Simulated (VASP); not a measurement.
# AlP (F-43m) in VASP: single point with PBEsol

Aim: the single point of AlP with PBEsol.

Program: VASP 6.6.1. These are calculated values, not measurements. Logs are shortened: lines on timing, memory, paths and dates and some standing lists are left out, and cuts for length are marked.

### 1 The cell of the first run

The structure is cubic, space group F-43m (No. 216). Conventional cell: a = 5.451 Å, b = 5.451 Å, c = 5.451 Å, α = 90.00°, β = 90.00°, γ = 90.00°. Within 3.1 Å of Al (site symmetry -43m) lie 4 P at 2.36 Å. Within 3.1 Å of P (site symmetry -43m) lie 4 Al at 2.36 Å.

### 2 Single point, PBEsol

Input file INCAR:

```
PREC = Accurate
ENCUT = 500
EDIFF = 1E-6
ISMEAR = 0
SIGMA = 0.01
LREAL = False
LASPH = True
NELM = 120
ALGO = Normal
ISIF = 2
LWAVE = False
LCHARG = False
GGA = PS
NBANDS = 11
GGA_COMPAT = False
```

Input file KPOINTS:

```
Automatic mesh
0
Gamma
  4 4 4
```

Input file POSCAR:

```
AlP
1.0
    3.8544390000      0.0000000000      0.0000000000
    1.9272195000      3.3380420913      0.0000000000
    1.9272195000      1.1126806971      3.1471362649
Al P
1 1
Direct
    0.0000000000      0.0000000000      0.0000000000
    0.2500000000      0.2500000000      0.2500000000
```

Potentials or basis: VASP PAW PBE potentials, release 64 (Al, P).

Command:

```sh
$ cat potpaw_PBE.64/Al/POTCAR potpaw_PBE.64/P/POTCAR > POTCAR
$ mpirun -np 1 vasp_std > vasp.out
```

OUTCAR:

```text
PREC = Accurate
   ENCUT = 500
   EDIFF = 1E-6
   ISMEAR = 0
   LREAL = False
   LASPH = True
   NELM = 120
   ISIF = 2
   GGA = PS

 ion  position               nearest neighbor table
   1  0.000  0.000  0.000-   2 2.36   2 2.36   2 2.36   2 2.36
   2  0.250  0.250  0.250-   1 2.36   1 2.36   1 2.36   1 2.36

  LATTYP: Found a face centered cubic cell.
 ALAT       =     5.4509999091

  Lattice vectors:

 A1 = (   3.8544390000,   0.0000000000,   0.0000000000)
 A2 = (   1.9272195000,   3.3380420913,   0.0000000000)
 A3 = (   1.9272195000,   1.1126806971,   3.1471362649)

Analysis of symmetry for initial positions (statically):
=====================================================================
 Subroutine PRICEL returns:
 Original cell was already a primitive cell.

 Routine SETGRP: Setting up the symmetry group for a
 face centered cubic supercell.

 Subroutine GETGRP returns: Found 24 space group operations
 (whereof 24 operations were pure point group operations)
 out of a pool of 48 trial point group operations.

The static configuration has the point symmetry T_d .

Analysis of symmetry for dynamics (positions and initial velocities):
=====================================================================
 Subroutine PRICEL returns:
 Original cell was already a primitive cell.

 Routine SETGRP: Setting up the symmetry group for a
 face centered cubic supercell.

 Subroutine GETGRP returns: Found 24 space group operations
 (whereof 24 operations were pure point group operations)
 out of a pool of 48 trial point group operations.

The dynamic configuration has the point symmetry T_d .

 Subroutine INISYM returns: Found 24 space group operations
 (whereof 24 operations are pure point group operations),
 and found     1 'primitive' translations

----------------------------------------------------------------------------------------

                                     Primitive cell

  volume of cell :      40.4919

  direct lattice vectors                    reciprocal lattice vectors
     3.854439000  0.000000000  0.000000000     0.259441127 -0.149788405 -0.105916397
     1.927219500  3.338042091  0.000000000     0.000000000  0.299576810 -0.105916397
     1.927219500  1.112680697  3.147136265     0.000000000  0.000000000  0.317749190

  length of vectors
     3.854439000  3.854439000  3.854439000     0.317749190  0.317749190  0.317749190

  position of ions in fractional coordinates (direct lattice)
     0.000000000  0.000000000  0.000000000
     0.250000000  0.250000000  0.250000000

  ion indices of the primitive-cell ions
   primitive index   ion index
                 1           1
                 2           2

----------------------------------------------------------------------------------------

 KPOINTS: Automatic mesh

Automatic generation of k-mesh.
 Grid dimensions read from file:
 generate k-points for:    4    4    4

 Generating k-lattice:

  Cartesian coordinates                     Fractional coordinates (reciprocal lattice)
     0.064860282 -0.037447101 -0.026479099     0.250000000 -0.000000000 -0.000000000
     0.000000000  0.074894202 -0.026479099     0.000000000  0.250000000  0.000000000
     0.000000000  0.000000000  0.079437298     0.000000000  0.000000000  0.250000000

  Length of vectors
     0.079437298  0.079437298  0.079437298

  Shift w.r.t. Gamma in fractional coordinates (k-lattice)
     0.000000000  0.000000000  0.000000000

 Subroutine IBZKPT returns following result:
 ===========================================

 Found      8 irreducible k-points:

 Following reciprocal coordinates:
            Coordinates               Weight
  0.000000  0.000000  0.000000      1.000000
  0.250000  0.000000  0.000000      8.000000
  0.500000  0.000000  0.000000      4.000000
  0.250000  0.250000 -0.000000      6.000000
  0.500000  0.250000  0.000000     24.000000
 -0.250000  0.250000  0.000000     12.000000
  0.500000  0.500000 -0.000000      3.000000
 -0.250000  0.500000  0.250000      6.000000
   k-points           NKPTS =      8   k-points in BZ     NKDIM =      8   number of bands    NBANDS=     11
   number of dos      NEDOS =    301   number of ions     NIONS =      2
   total plane-waves  NPLWV =  21952
   dimension x,y,z NGX =    28 NGY =   28 NGZ =   28
   dimension x,y,z NGXF=    56 NGYF=   56 NGZF=   56
   ions per type =               1   1
   NGX,Y,Z   is equivalent  to a cutoff of  12.08, 12.08, 12.08 a.u.
   NGXF,Y,Z  is equivalent  to a cutoff of  24.15, 24.15, 24.15 a.u.
 SYSTEM =  unknown system
   PREC   = accura    normal or accurate (medium, high low for compatibility)
   ISTART =      0    job   : 0-new  1-cont  2-samecut
   ICHARG =      2    charge: 1-file 2-atom 10-const
   ISPIN  =      1    spin polarized calculation?
   LNONCOLLINEAR =      F non collinear calculations
   LSORBIT =      F    spin-orbit coupling
   LASPH  =      T    aspherical Exc in radial PAW
   ENCUT  =  500.0 eV  36.75 Ry    6.06 a.u.   7.03  7.03  7.03*2*pi/ulx,y,z
   NELM   =    120;   NELMIN=  2; NELMDL= -5     # of ELM steps
   EDIFF  = 0.1E-05   stopping-criterion for ELM
   LREAL  =      F    real-space projection
   EDIFFG = 0.1E-04   stopping-criterion for IOM
   NSW    =      0    number of steps for IOM
   IBRION =     -1    ionic relax: 0-MD 1-quasi-New 2-CG
   NFREE  =      0    steps in history (QN), initial steepest desc. (CG)
   ISIF   =      2    stress and relaxation
   ISYM   =      2    0-nonsym 1-usesym 2-fastsym
   POTIM  = 0.5000    time-step for ionic-motion
   TEBEG  =    0.0;   TEEND  =   0.0 temperature during run
   PSTRESS=    0.0 pullay stress
   NELECT =       8.0000    total number of electrons
   NUPDOWN=      -1.0000    fix difference up-down
   EMIN   =  10.00;   EMAX   =-10.00  energy-range for DOS
   EFERMI =   0.00;   METHOD = LEGACY
   ISMEAR =     0;   SIGMA  =   0.01  broadening in eV -4-tet -1-fermi 0-gaus
   EFERMI_NEDOS =   21; number of points for ismear=-14 and -15
   IALGO  =     38    algorithm
   IMIX   =      4    mixing-type and parameters
     AMIX     =   0.40;   BMIX     =  1.00
     AMIX_MAG =   1.60;   BMIX_MAG =  1.00
  volume/ion in A,a.u.               =      20.25       136.63
  Fermi-wavevector in a.u.,A,eV,Ry     =   0.953488  1.801831 12.369597  0.909140
  Thomas-Fermi vector in A             =   2.082148
   LORBIT       =      0    0 simple, 1 ext, 2 COOP (PROOUT), +10 PAW based schemes
   GGA     = PS    functional components
   LHFCALC =     F    Hartree Fock is set to
   AEXX    =    0.0000 exact exchange contribution
   IVDW    =     0    specifies the selected vdW correction
   LEPSILON=     F    determine dielectric tensor
   LRPA    =     F    only Hartree local field effects (RPA)
 non-spin polarized calculation
 Gauss-broadening in eV      SIGMA  =   0.01
  energy-cutoff  :      500.00
  volume of cell :       40.49
 maximum number of plane-waves:      1056
   NGX = 13   NGY = 13   NGZ = 13

 number of electron       8.0000000 magnetization

 Free energy of the ion-electron system (eV)
  ---------------------------------------------------
  ext. energy  EPLUGINS =         0.00000000
  ---------------------------------------------------
  free energy    TOTEN  =       -10.89157599 eV

  energy without entropy =      -10.89157599  energy(sigma->0) =      -10.89157599

 E-fermi :   4.6715     XC(G=0):  -9.3696

 val. band max:        4.6216906688   @ k =   0.0000   0.0000   0.0000
 cond. band min:       6.0195067140   @ k =   0.5000   0.5000  -0.0000
 fundamental gap:      1.3978160452
 Fermi energy:         4.6714583566

 k-point     1 :       0.0000    0.0000    0.0000
  band No.  band energies     occupation
      1      -6.9413      2.00000
      2       4.6217      2.00000
      3       4.6217      2.00000
      4       4.6217      2.00000
      5       7.8564      0.00000
      6       9.1125      0.00000
      7       9.1125      0.00000
      8       9.1125      0.00000
      9      13.4059      0.00000
     10      13.4059      0.00000
     11      14.7247      0.00000

 k-point     2 :       0.2500    0.0000    0.0000
  band No.  band energies     occupation
      1      -6.2725      2.00000
      2       1.3945      2.00000
      3       4.1709      2.00000
      4       4.1709      2.00000
      5       7.8685      0.00000
      6       9.6985      0.00000
      7       9.6985      0.00000
      8      11.4867      0.00000
      9      12.8640      0.00000
     10      12.8640      0.00000
     11      14.7908      0.00000

 k-point     3 :       0.5000    0.0000    0.0000
  band No.  band energies     occupation
      1      -5.2225      2.00000
      2      -1.0020      2.00000
      3       3.8470      2.00000
      4       3.8470      2.00000
      5       7.3527      0.00000
      6       9.3423      0.00000
      7       9.3423      0.00000
      8      12.6907      0.00000
      9      16.1343      0.00000
     10      16.1343      0.00000
     11      16.3480      0.00000

 k-point     4 :       0.2500    0.2500   -0.0000
  band No.  band energies     occupation
      1      -6.0425      2.00000
      2       1.7014      2.00000
      3       3.3031      2.00000
      4       3.3031      2.00000
      5       7.3611      0.00000
      6       8.5869      0.00000
      7      11.6644      0.00000
      8      11.6644      0.00000
      9      12.5546      0.00000
     10      14.5920      0.00000
     11      18.2218      0.00000

 k-point     5 :       0.5000    0.2500    0.0000
  band No.  band energies     occupation
      1      -4.9554      2.00000
      2      -0.3466      2.00000
      3       1.8943      2.00000
      4       3.0416      2.00000
      5       7.2741      0.00000
      6       9.8417      0.00000
      7      11.4625      0.00000
      8      11.6786      0.00000
      9      15.3578      0.00000
     10      16.1999      0.00000
     11      17.8985      0.00000

 k-point     6 :      -0.2500    0.2500    0.0000
  band No.  band energies     occupation
      1      -5.3510      2.00000
      2       0.2219      2.00000
      3       1.7210      2.00000
      4       3.7648      2.00000
      5       8.2858      0.00000
      6      10.6268      0.00000
      7      10.7590      0.00000
      8      11.1740      0.00000
      9      12.1621      0.00000
     10      15.6246      0.00000
     11      17.8202      0.00000

 k-point     7 :       0.5000    0.5000   -0.0000
  band No.  band energies     occupation
      1      -4.5441      2.00000
      2      -0.7552      2.00000
      3       2.4767      2.00000
      4       2.4767      2.00000
      5       6.0195      0.00000
      6       6.9617      0.00000
      7      15.6372      0.00000
      8      15.6372      0.00000
      9      16.6278      0.00000
     10      16.7077      0.00000
     11      16.7077      0.00000

 k-point     8 :      -0.2500    0.5000    0.2500
  band No.  band energies     occupation
      1      -4.4911      2.00000
      2      -0.3493      2.00000
      3       1.3645      2.00000
      4       1.7242      2.00000
      5       8.8223      0.00000
      6      10.5394      0.00000
      7      10.6512      0.00000
      8      10.9093      0.00000
      9      15.8410      0.00000
     10      16.5978      0.00000
     11      17.8528      0.00000

------------------------ aborting loop because EDIFF is reached ----------------------------------------

  FORCE on cell =-STRESS in cart. coord.  units (eV):
  Direction    XX          YY          ZZ          XY          YZ          ZX
  --------------------------------------------------------------------------------------
  -------------------------------------------------------------------------------------
  Total        0.3585720      0.3585720      0.3585720     -0.0000000      0.0000000      0.0000000
  in kB       14.1879098     14.1879098     14.1879098     -0.0000000      0.0000000      0.0000000
  external PRESSURE =      14.1879098 kB  Pullay stress =       0.0000000 kB

 VOLUME and BASIS-vectors are now :
 -----------------------------------------------------------------------------
  energy-cutoff  :      500.00
  volume of cell :       40.49
      direct lattice vectors                 reciprocal lattice vectors
     3.854439000  0.000000000  0.000000000     0.259441127 -0.149788405 -0.105916397
     1.927219500  3.338042091  0.000000000     0.000000000  0.299576810 -0.105916397
     1.927219500  1.112680697  3.147136265     0.000000000  0.000000000  0.317749190

 POSITION                                       TOTAL-FORCE (eV/Angst)
 -----------------------------------------------------------------------------------
      0.00000      0.00000      0.00000        -0.000000      0.000000      0.000000
      1.92722      1.11268      0.78678         0.000000     -0.000000     -0.000000
 -----------------------------------------------------------------------------------
    total drift:                                0.000000      0.000000     -0.000000

  FREE ENERGIE OF THE ION-ELECTRON SYSTEM (eV)
  ---------------------------------------------------
  free  energy   TOTEN  =       -10.8915759854 eV

  energy  without entropy=      -10.8915759854  energy(sigma->0) =      -10.89157599
```

It took 6.2 s on 1 thread of Intel Xeon 8259CL, shared host; peak memory 0.14 GiB.

Results:

```yaml
Free_energy: -10.8916 eV
Pressure: 1.4 GPa
Band_gap_on_the_k_mesh: 1.40 eV, indirect (least direct gap 3.23 eV)
```

Levels at points of the mesh, in eV from the valence-band top:
| k point | band 1 | band 2 | band 3 | band 4 | band 5 | band 6 | band 7 | band 8 |
| --- | --- | --- | --- | --- | --- | --- | --- | --- |
| (0.00, 0.00, 0.00) | -11.56 | 0.00 | 0.00 | 0.00 | 3.23 | 4.49 | 4.49 | 4.49 |
| (0.50, 0.00, 0.00) | -9.84 | -5.62 | -0.77 | -0.77 | 2.73 | 4.72 | 4.72 | 8.07 |
| (0.50, 0.50, 0.00) | -9.17 | -5.38 | -2.14 | -2.14 | 1.40 | 2.34 | 11.02 | 11.02 |

Caveat: the k points lie up to 0.50 Å⁻¹ apart; the PAW data sets were made with another functional, which shifts forces and pressure a little. A k mesh can miss the band edges.
